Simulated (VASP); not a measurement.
# TaN (Fm-3m) in VASP: settings compared

TaN is run at these levels: PBEsol, LDA; tasks: single point, relaxation of cell and atoms.

Program: VASP 6.6.1. These are calculated values, not measurements. Logs are shortened: lines on timing, memory, paths and dates and some standing lists are left out, and cuts for length are marked.

**1. The cell of the first run**

Symmetry: Fm-3m, No. 225, cubic system. Conventional cell: a = 4.376 Å, b = 4.376 Å, c = 4.376 Å, α = 90.00°, β = 90.00°, γ = 90.00°. Ta (site symmetry m-3m) has 6 N at 2.19 Å within 2.9 Å. Within 2.9 Å of N (site symmetry m-3m) lie 6 Ta at 2.19 Å.

**2. Single point, PBEsol**

File INCAR:

```
PREC = Accurate
ENCUT = 520
EDIFF = 1E-6
ISMEAR = -1
SIGMA = 0.05
LREAL = F
LASPH = T
NELM = 100
ALGO = Normal
ISIF = 2
LWAVE = F
LCHARG = F
GGA = PS
NBANDS = 15
```

File KPOINTS:

```
Automatic mesh
0
Gamma
  12 12 12
```

File POSCAR:

```
TaN
1.0
    0.0000000000      2.1878425969      2.1878425969
    2.1878425969      0.0000000000      2.1878425969
    2.1878425969      2.1878425969      0.0000000000
Ta N
1 1
Direct
    0.5000000000      0.5000000000      0.5000000000
    0.0000000000      0.0000000000      0.0000000000
```

Potentials or basis: VASP PAW PBE potentials, release 64 (Ta_pv, N).

The run is started by

```console
$ cat potpaw_PBE.64/Ta_pv/POTCAR potpaw_PBE.64/N/POTCAR > POTCAR
$ mpirun -np 1 vasp_std > vasp.out
```

OUTCAR:

```text
PREC = Accurate
   ENCUT = 520
   EDIFF = 1E-6
   ISMEAR = -1
   LREAL = F
   LASPH = T
   NELM = 100
   ISIF = 2
   GGA = PS

 ion  position               nearest neighbor table
   1  0.500  0.500  0.500-   2 2.19   2 2.19   2 2.19   2 2.19   2 2.19   2 2.19
   2  0.000  0.000  0.000-   1 2.19   1 2.19   1 2.19   1 2.19   1 2.19   1 2.19

  LATTYP: Found a face centered cubic cell.
 ALAT       =     4.3756851938

  Lattice vectors:

 A1 = (   0.0000000000,   2.1878425969,   2.1878425969)
 A2 = (   2.1878425969,   0.0000000000,   2.1878425969)
 A3 = (   2.1878425969,   2.1878425969,   0.0000000000)

Analysis of symmetry for initial positions (statically):
=====================================================================
 Subroutine PRICEL returns:
 Original cell was already a primitive cell.

 Routine SETGRP: Setting up the symmetry group for a
 face centered cubic supercell.

 Subroutine GETGRP returns: Found 48 space group operations
 (whereof 48 operations were pure point group operations)
 out of a pool of 48 trial point group operations.

The static configuration has the point symmetry O_h .

Analysis of symmetry for dynamics (positions and initial velocities):
=====================================================================
 Subroutine PRICEL returns:
 Original cell was already a primitive cell.

 Routine SETGRP: Setting up the symmetry group for a
 face centered cubic supercell.

 Subroutine GETGRP returns: Found 48 space group operations
 (whereof 48 operations were pure point group operations)
 out of a pool of 48 trial point group operations.

The dynamic configuration has the point symmetry O_h .

 Subroutine INISYM returns: Found 48 space group operations
 (whereof 48 operations are pure point group operations),
 and found     1 'primitive' translations

----------------------------------------------------------------------------------------

                                     Primitive cell

  volume of cell :      20.9449

  direct lattice vectors                    reciprocal lattice vectors
     0.000000000  2.187842597  2.187842597    -0.228535636  0.228535636  0.228535636
     2.187842597  0.000000000  2.187842597     0.228535636 -0.228535636  0.228535636
     2.187842597  2.187842597  0.000000000     0.228535636  0.228535636 -0.228535636

  length of vectors
     3.094076673  3.094076673  3.094076673     0.395835333  0.395835333  0.395835333

  position of ions in fractional coordinates (direct lattice)
     0.500000000  0.500000000  0.500000000
     0.000000000  0.000000000  0.000000000

  ion indices of the primitive-cell ions
   primitive index   ion index
                 1           1
                 2           2

----------------------------------------------------------------------------------------

 KPOINTS: Automatic mesh

Automatic generation of k-mesh.
 Grid dimensions read from file:
 generate k-points for:   12   12   12

 Generating k-lattice:

  Cartesian coordinates                     Fractional coordinates (reciprocal lattice)
    -0.019044636  0.019044636  0.019044636     0.083333333  0.000000000  0.000000000
     0.019044636 -0.019044636  0.019044636     0.000000000  0.083333333  0.000000000
     0.019044636  0.019044636 -0.019044636     0.000000000  0.000000000  0.083333333

  Length of vectors
     0.032986278  0.032986278  0.032986278

  Shift w.r.t. Gamma in fractional coordinates (k-lattice)
     0.000000000  0.000000000  0.000000000

 Subroutine IBZKPT returns following result:
 ===========================================

 Found     72 irreducible k-points:

 Following reciprocal coordinates:
            Coordinates               Weight
  0.000000  0.000000  0.000000      1.000000
  0.083333  0.000000  0.000000      8.000000
  0.166667  0.000000  0.000000      8.000000
  0.250000  0.000000  0.000000      8.000000
  0.333333  0.000000  0.000000      8.000000
  0.416667  0.000000  0.000000      8.000000
[... 16 lines left out ...]
  0.500000  0.166667  0.000000     24.000000
 -0.416667  0.166667  0.000000     24.000000
 [... further k-points ...]
   k-points           NKPTS =     72   k-points in BZ     NKDIM =     72   number of bands    NBANDS=     15
   number of dos      NEDOS =    301   number of ions     NIONS =      2
   total plane-waves  NPLWV =  13824
   dimension x,y,z NGX =    24 NGY =   24 NGZ =   24
   dimension x,y,z NGXF=    48 NGYF=   48 NGZF=   48
   ions per type =               1   1
   NGX,Y,Z   is equivalent  to a cutoff of  12.90, 12.90, 12.90 a.u.
   NGXF,Y,Z  is equivalent  to a cutoff of  25.79, 25.79, 25.79 a.u.
 SYSTEM =  unknown system
   PREC   = accura    normal or accurate (medium, high low for compatibility)
   ISTART =      0    job   : 0-new  1-cont  2-samecut
   ICHARG =      2    charge: 1-file 2-atom 10-const
   ISPIN  =      1    spin polarized calculation?
   LNONCOLLINEAR =      F non collinear calculations
   LSORBIT =      F    spin-orbit coupling
   LASPH  =      T    aspherical Exc in radial PAW
   ENCUT  =  520.0 eV  38.22 Ry    6.18 a.u.   5.75  5.75  5.75*2*pi/ulx,y,z
   NELM   =    100;   NELMIN=  2; NELMDL= -5     # of ELM steps
   EDIFF  = 0.1E-05   stopping-criterion for ELM
   LREAL  =      F    real-space projection
   EDIFFG = 0.1E-04   stopping-criterion for IOM
   NSW    =      0    number of steps for IOM
   IBRION =     -1    ionic relax: 0-MD 1-quasi-New 2-CG
   NFREE  =      0    steps in history (QN), initial steepest desc. (CG)
   ISIF   =      2    stress and relaxation
   ISYM   =      2    0-nonsym 1-usesym 2-fastsym
   POTIM  = 0.5000    time-step for ionic-motion
   TEBEG  =    0.0;   TEEND  =   0.0 temperature during run
   PSTRESS=    0.0 pullay stress
   NELECT =      16.0000    total number of electrons
   NUPDOWN=      -1.0000    fix difference up-down
   EMIN   =  10.00;   EMAX   =-10.00  energy-range for DOS
   EFERMI =   0.00;   METHOD = LEGACY
   ISMEAR =    -1;   SIGMA  =   0.05  broadening in eV -4-tet -1-fermi 0-gaus
   EFERMI_NEDOS =   21; number of points for ismear=-14 and -15
   IALGO  =     38    algorithm
   IMIX   =      4    mixing-type and parameters
     AMIX     =   0.40;   BMIX     =  1.00
     AMIX_MAG =   1.60;   BMIX_MAG =  1.00
  volume/ion in A,a.u.               =      10.47        70.67
  Fermi-wavevector in a.u.,A,eV,Ry     =   1.496541  2.828053 30.472102  2.239636
  Thomas-Fermi vector in A             =   2.608545
   LORBIT       =      0    0 simple, 1 ext, 2 COOP (PROOUT), +10 PAW based schemes
   GGA     = PS    functional components
   LHFCALC =     F    Hartree Fock is set to
   AEXX    =    0.0000 exact exchange contribution
   IVDW    =     0    specifies the selected vdW correction
   LEPSILON=     F    determine dielectric tensor
   LRPA    =     F    only Hartree local field effects (RPA)
 non-spin polarized calculation
  energy-cutoff  :      520.00
  volume of cell :       20.94
 maximum number of plane-waves:       588
   NGX = 11   NGY = 11   NGZ = 11

 number of electron      16.0000001 magnetization

 Free energy of the ion-electron system (eV)
  ---------------------------------------------------
  ext. energy  EPLUGINS =         0.00000000
  ---------------------------------------------------
  free energy    TOTEN  =       -23.21196999 eV

  energy without entropy =      -23.20283802  energy(sigma->0) =      -23.20740400

 E-fermi :   9.5030     XC(G=0): -13.6727

 val. band max:        9.4796518815   @ k =  -0.2500   0.1667   0.0000
 cond. band min:       9.5136912067   @ k =  -0.2500   0.4167   0.1667
 fundamental gap:      0.0340393252
 Fermi energy:         9.5030466991

 k-point     1 :       0.0000    0.0000    0.0000
  band No.  band energies     occupation
      1     -26.1267      2.00000
      2     -26.1267      2.00000
      3     -26.1267      2.00000
      4      -9.3859      2.00000
      5       5.7082      2.00000
      6       5.7082      2.00000
      7       5.7082      2.00000
      8       7.3776      2.00000
      9       7.3776      2.00000
     10       7.3776      2.00000
     11       9.5780      0.36491
     12       9.5780      0.36491
     13      11.2215      0.00000
     14      18.9306      0.00000
     15      21.9482      0.00000

 k-point     2 :       0.0833    0.0000    0.0000
  band No.  band energies     occupation
      1     -26.1929      2.00000
      2     -26.1326      2.00000
      3     -26.1326      2.00000
      4      -9.2108      2.00000
      5       4.8607      2.00000
      6       5.1288      2.00000
      7       5.1288      2.00000
      8       7.6475      2.00000
      9       7.6475      2.00000
     10       7.7366      2.00000
     11      10.2677      0.00000
     12      10.2677      0.00000
     13      11.7211      0.00000
     14      19.4604      0.00000
     15      21.9478      0.00000

 k-point     3 :       0.1667    0.0000    0.0000
  band No.  band energies     occupation
      1     -26.3697      2.00000
      2     -26.1488      2.00000
      3     -26.1488      2.00000
      4      -8.7194      2.00000
      5       3.3466      2.00000
      6       4.1062      2.00000
      7       4.1062      2.00000
      8       8.1939      2.00000
      9       8.2582      2.00000
     10       8.2582      2.00000
     11      11.7815      0.00000
     12      11.7815      0.00000
     13      12.8695      0.00000
     14      20.8220      0.00000
     15      21.9466      0.00000
[... 343 lines left out ...]
 k-point    23 :       0.5000    0.1667    0.0000
  band No.  band energies     occupation
      1     -26.9347      2.00000
      2     -26.3468      2.00000
      3     -26.2690      2.00000
      4      -6.7607      2.00000
      5      -0.0218      2.00000
      6       2.1772      2.00000
      7       2.4485      2.00000
      8       8.9582      1.99996
      9      11.8227      0.00000
     10      11.8447      0.00000
     11      14.8743      0.00000
     12      15.7454      0.00000
     13      17.5388      0.00000
     14      19.9742      0.00000
     15      21.9722      0.00000

 k-point    24 :      -0.4167    0.1667    0.0000
  band No.  band energies     occupation
      1     -26.9443      2.00000
      2     -26.3773      2.00000
      3     -26.2473      2.00000
      4      -6.6310      2.00000
      5      -0.2185      2.00000
      6       2.1590      2.00000
      7       2.2711      2.00000
      8      10.2025      0.00000
      9      11.1129      0.00000
     10      11.2718      0.00000
     11      14.7898      0.00000
     12      16.9937      0.00000
     13      17.0812      0.00000
     14      20.2970      0.00000
     15      21.9703      0.00000

 [... further k-points ...]

------------------------ aborting loop because EDIFF is reached ----------------------------------------

  FORCE on cell =-STRESS in cart. coord.  units (eV):
  Direction    XX          YY          ZZ          XY          YZ          ZX
  --------------------------------------------------------------------------------------
  -------------------------------------------------------------------------------------
  Total        0.1342239      0.1342239      0.1342239      0.0000000      0.0000000      0.0000000
  in kB       10.2674424     10.2674424     10.2674424      0.0000000      0.0000000      0.0000000
  external PRESSURE =      10.2674424 kB  Pullay stress =       0.0000000 kB

 VOLUME and BASIS-vectors are now :
 -----------------------------------------------------------------------------
  energy-cutoff  :      520.00
  volume of cell :       20.94
      direct lattice vectors                 reciprocal lattice vectors
     0.000000000  2.187842597  2.187842597    -0.228535636  0.228535636  0.228535636
     2.187842597  0.000000000  2.187842597     0.228535636 -0.228535636  0.228535636
     2.187842597  2.187842597  0.000000000     0.228535636  0.228535636 -0.228535636

 POSITION                                       TOTAL-FORCE (eV/Angst)
 -----------------------------------------------------------------------------------
      2.18784      2.18784      2.18784         0.000000     -0.000000     -0.000000
      0.00000      0.00000      0.00000         0.000000      0.000000      0.000000
 -----------------------------------------------------------------------------------
    total drift:                                0.000000     -0.000000     -0.000000

  FREE ENERGIE OF THE ION-ELECTRON SYSTEM (eV)
  ---------------------------------------------------
  free  energy   TOTEN  =       -23.2119699935 eV

  energy  without entropy=      -23.2028380163  energy(sigma->0) =      -23.20740400
```

Wall time 9.8 s (1 thread of Intel Xeon Platinum 8375C at 2.90GHz (Ice Lake), shared host); peak memory 0.15 GiB.

What came out:

| Item | Value |
| --- | --- |
| Free energy | -23.2120 eV |
| Pressure | 1.0 GPa |
| Band gap on the k mesh | zero (band 8 reaches 11.50 eV, above the bottom of band 9 at 7.38 eV) |

Caveat: the PAW data sets were made with another functional, which shifts forces and pressure a little; spin-orbit coupling is left out, which moves the levels of the heavy elements.

**3. Single point, PBEsol**

File INCAR:

```
SYSTEM = TaN
ALGO     = Normal         ! electronic algorithm
EDIFF    = 1E-6           ! SCF threshold, eV
ENCUT    = 520            ! plane-wave cutoff, eV
GGA      = PS             ! functional
ISIF     = 2              ! what is computed and relaxed
ISMEAR   = -1             ! smearing method
LASPH    = .True.         ! aspherical terms in the spheres
LCHARG   = .False.        ! write CHGCAR
LREAL    = .False.        ! projectors in reciprocal space
LWAVE    = .False.        ! write WAVECAR
NBANDS   = 15             ! bands
NELM     = 80             ! most SCF steps
PREC     = Accurate       ! precision mode
SIGMA    = 0.05           ! smearing width, eV
```

File KPOINTS:

```
k-points
0
Gamma
  12 12 12
  0 0 0
```

POSCAR is that of step 2.

Potentials or basis: VASP PAW PBE potentials, release 64 (Ta_pv, N).

The run is started by

```console
$ cat potpaw_PBE.64/Ta_pv/POTCAR potpaw_PBE.64/N/POTCAR > POTCAR
$ mpirun -np 1 vasp_std > vasp.out
```

OUTCAR:

```text
SYSTEM = TaN
   EDIFF = 1E-6
   ENCUT = 520
   GGA = PS
   ISIF = 2
   ISMEAR = -1
   LASPH = .True.
   LREAL = .False.
   NELM = 80
   PREC = Accurate

 ion  position               nearest neighbor table
   1  0.500  0.500  0.500-   2 2.19   2 2.19   2 2.19   2 2.19   2 2.19   2 2.19
   2  0.000  0.000  0.000-   1 2.19   1 2.19   1 2.19   1 2.19   1 2.19   1 2.19

  LATTYP: Found a face centered cubic cell.
 ALAT       =     4.3756851938

  Lattice vectors:

 A1 = (   0.0000000000,   2.1878425969,   2.1878425969)
 A2 = (   2.1878425969,   0.0000000000,   2.1878425969)
 A3 = (   2.1878425969,   2.1878425969,   0.0000000000)

Analysis of symmetry for initial positions (statically):
=====================================================================
 Subroutine PRICEL returns:
 Original cell was already a primitive cell.

 Routine SETGRP: Setting up the symmetry group for a
 face centered cubic supercell.

 Subroutine GETGRP returns: Found 48 space group operations
 (whereof 48 operations were pure point group operations)
 out of a pool of 48 trial point group operations.

The static configuration has the point symmetry O_h .

[... 173 lines left out ...]
      6       5.7082      2.00000
      7       5.7082      2.00000
      8       7.3776      2.00000
      9       7.3776      2.00000
     10       7.3776      2.00000
     11       9.5780      0.36491
     12       9.5780      0.36491
     13      11.2215      0.00000
     14      18.9306      0.00000
[... 401 lines left out ...]
      2     -26.3773      2.00000
      3     -26.2473      2.00000
      4      -6.6310      2.00000
      5      -0.2185      2.00000
      6       2.1590      2.00000
      7       2.2711      2.00000
      8      10.2025      0.00000
      9      11.1129      0.00000
     10      11.2718      0.00000
     11      14.7898      0.00000
     12      16.9937      0.00000
     13      17.0812      0.00000
     14      20.2970      0.00000
     15      21.9703      0.00000

 [... further k-points ...]

------------------------ aborting loop because EDIFF is reached ----------------------------------------

  FORCE on cell =-STRESS in cart. coord.  units (eV):
  Direction    XX          YY          ZZ          XY          YZ          ZX
  --------------------------------------------------------------------------------------
  -------------------------------------------------------------------------------------
  Total        0.1342239      0.1342239      0.1342239      0.0000000      0.0000000      0.0000000
  in kB       10.2674424     10.2674424     10.2674424      0.0000000      0.0000000      0.0000000
  external PRESSURE =      10.2674424 kB  Pullay stress =       0.0000000 kB

 VOLUME and BASIS-vectors are now :
 -----------------------------------------------------------------------------
  energy-cutoff  :      520.00
  volume of cell :       20.94
      direct lattice vectors                 reciprocal lattice vectors
     0.000000000  2.187842597  2.187842597    -0.228535636  0.228535636  0.228535636
     2.187842597  0.000000000  2.187842597     0.228535636 -0.228535636  0.228535636
     2.187842597  2.187842597  0.000000000     0.228535636  0.228535636 -0.228535636

 POSITION                                       TOTAL-FORCE (eV/Angst)
 -----------------------------------------------------------------------------------
      2.18784      2.18784      2.18784         0.000000     -0.000000     -0.000000
      0.00000      0.00000      0.00000         0.000000      0.000000      0.000000
 -----------------------------------------------------------------------------------
    total drift:                                0.000000     -0.000000     -0.000000

  FREE ENERGIE OF THE ION-ELECTRON SYSTEM (eV)
  ---------------------------------------------------
  free  energy   TOTEN  =       -23.2119699935 eV

  energy  without entropy=      -23.2028380163  energy(sigma->0) =      -23.20740400
```

OSZICAR:

```text
N       E                     dE             d eps       ncg     rms          rms(c)
DAV:   1     0.908511037935E+02    0.90851E+02   -0.87921E+03  2160   0.113E+03
DAV:   2    -0.232024284648E+02   -0.11405E+03   -0.10737E+03  2692   0.305E+02
DAV:   3    -0.259976195948E+02   -0.27952E+01   -0.27761E+01  2468   0.448E+01
DAV:   4    -0.260083252578E+02   -0.10706E-01   -0.10703E-01  2798   0.299E+00
DAV:   5    -0.260083928048E+02   -0.67547E-04   -0.67546E-04  2461   0.209E-01    0.251E+01
DAV:   6    -0.233198192741E+02    0.26886E+01   -0.48987E+00  2620   0.252E+01    0.106E+01
DAV:   7    -0.232500025567E+02    0.69817E-01   -0.50425E-01  2636   0.570E+00    0.721E+00
DAV:   8    -0.232181516483E+02    0.31851E-01   -0.15342E-01  2461   0.317E+00    0.153E+00
DAV:   9    -0.232121818692E+02    0.59698E-02   -0.17769E-02  2419   0.106E+00    0.351E-01
DAV:  10    -0.232120253049E+02    0.15656E-03   -0.11598E-03  2573   0.383E-01    0.765E-02
DAV:  11    -0.232119718833E+02    0.53422E-04   -0.11712E-04  2489   0.120E-01    0.235E-02
DAV:  12    -0.232119701991E+02    0.16842E-05   -0.81768E-06  2468   0.269E-02    0.305E-03
DAV:  13    -0.232119699935E+02    0.20555E-06   -0.47839E-07  1388   0.594E-03
   1 F= -.23211970E+02 E0= -.23207404E+02  d E =-.913198E-02
```

It took 9.8 s on 1 thread of Intel Xeon Platinum 8375C at 2.90GHz (Ice Lake), shared host; peak memory 0.15 GiB.

Results:

```
Free energy            : -23.2120 eV
Pressure               : 1.0 GPa
Band gap on the k mesh : zero (band 8 reaches 11.50 eV, above the bottom of band 9 at 7.38 eV)
```

Levels at points of the mesh, in eV from the Fermi level:
```
           k point  band 5  band 6  band 7  band 8  band 9  band 10  band 11  band 12
(0.00, 0.00, 0.00)   -3.79   -3.79   -3.79   -2.13   -2.13    -2.13     0.07     0.07
(0.50, 0.00, 0.00)  -10.48   -7.65   -7.65    2.00    2.00     2.10     3.90     7.76
(0.50, 0.50, 0.00)   -6.62   -5.56   -4.61   -4.61    2.19     3.70     3.70     4.77
```

Caveat: the PAW data sets were made with another functional, which shifts forces and pressure a little; spin-orbit coupling is left out, which moves the levels of the heavy elements.

[end of part 1 of 2]
